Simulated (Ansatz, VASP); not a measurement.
# Two plane-wave programs on LuBi2As4Br

File INCAR:

```
ALGO = Normal ; EDIFF = 1E-6
ENCUT = 520 ; GGA = PE
ISIF = 2 ; ISMEAR = 1
LASPH = T ; LCHARG = T
LELF = T ; LREAL = F
LVHAR = T ; LWAVE = F
NBANDS = 51 ; NELM = 80
PREC = Accurate ; SIGMA = 0.1372
```

File KPOINTS:

```
k-points
0
Gamma
  6 6 3
```

File POSCAR:

```
LuBi2As4Br
1.0
    4.2482330000      0.0000000000      0.0000000000
    0.0000000000      4.2482330000      0.0000000000
    0.0000000000      0.0000000000     10.0874510000
Lu Bi As Br
1 2 4 1
Direct
    0.0000000000      0.0000000000      0.0000000000
    0.5000000000      0.5000000000      0.7293000000
    0.5000000000      0.5000000000      0.2707000000
    0.5000000000      0.0000000000      0.8540000000
    0.0000000000      0.5000000000      0.8540000000
    0.5000000000      0.0000000000      0.1460000000
    0.0000000000      0.5000000000      0.1460000000
    0.0000000000      0.0000000000      0.5000000000
```

Input for Ansatz:

```yaml
crystal:
  lattice:
    - [4.248233, 0.0, 0.0]
    - [0.0, 4.248233, 0.0]
    - [0.0, 0.0, 10.087451]
  atoms:
    - { symbol: Lu, position: [0.0, 0.0, 0.0] }
    - { symbol: Bi, position: [0.5, 0.5, 0.7293] }
    - { symbol: Bi, position: [0.5, 0.5, 0.2707] }
    - { symbol: As, position: [0.5, 0.0, 0.854] }
    - { symbol: As, position: [0.0, 0.5, 0.854] }
    - { symbol: As, position: [0.5, 0.0, 0.146] }
    - { symbol: As, position: [0.0, 0.5, 0.146] }
    - { symbol: Br, position: [0.0, 0.0, 0.5] }
  symmetry: { tolerance: 0.0003 }
kpoints:
  mp_grid: { grid: [6, 6, 3], shift: [0, 0, 0] }
  band_path:
    path:
      - [0.0, 0.0, 0.0]
      - [0.0, 0.5, 0.0]
      - [0.5, 0.5, 0.0]
      - [0.0, 0.0, 0.0]
      - [0.0, 0.0, 0.5]
      - [0.0, 0.5, 0.5]
      - [0.5, 0.5, 0.5]
      - [0.0, 0.0, 0.5]
    npoints: 7
magnetization:
  spin_polarized: false
scf:
  occupations: { method: methfessel_paxton, width: 0.1372 }
  lower_state_search: "off"
  max_iter: 200
hamiltonian:
  pseudopotentials: { kind: paw }
  xc: pbe
basis:
  ecutwfc: 420
  fft_grid_basis: typed
output:
  forces: true
  stress: true
  eigenvalues: true
  bader: true
  populations: true
  elf: true
  write_potential: true
  volumetric_format: npy
  dos:
    e_range: [-12, 8]
    de: 0.05
    projected: { site_lists: { As: [As], Bi: [Bi], Br: [Br], Lu: [Lu] } }
checkpoint:
  read: saved_state
```

Alike in both runs: task single point; functional PBE; k mesh 6 × 6 × 3; occupations methfessel-paxton of order 1, width 0.1372 eV; no spin polarisation.

|  | VASP | Ansatz |
| --- | --- | --- |
| version | VASP 6.6.1 | Ansatz 0.2.0 |
| potentials or method | VASP PAW PBE potentials, release 64 (Lu, Bi_d, As, Br), cutoff 520 eV | PAW plane waves |
| valence electrons in the cell | 82 | 122 |

|  | VASP | Ansatz | Ansatz less VASP |
| --- | --- | --- | --- |
| rms of the force components (eV/Å) | 2.504 | 2.485 | -0.0186 |

Atom by atom the forces differ by 0.024 eV/Å (rms over components). VASP's potentials hold 82 valence electrons a cell and Ansatz's 122, so a difference there can come from the potentials and not from the codes.

Spin-orbit coupling is off throughout.
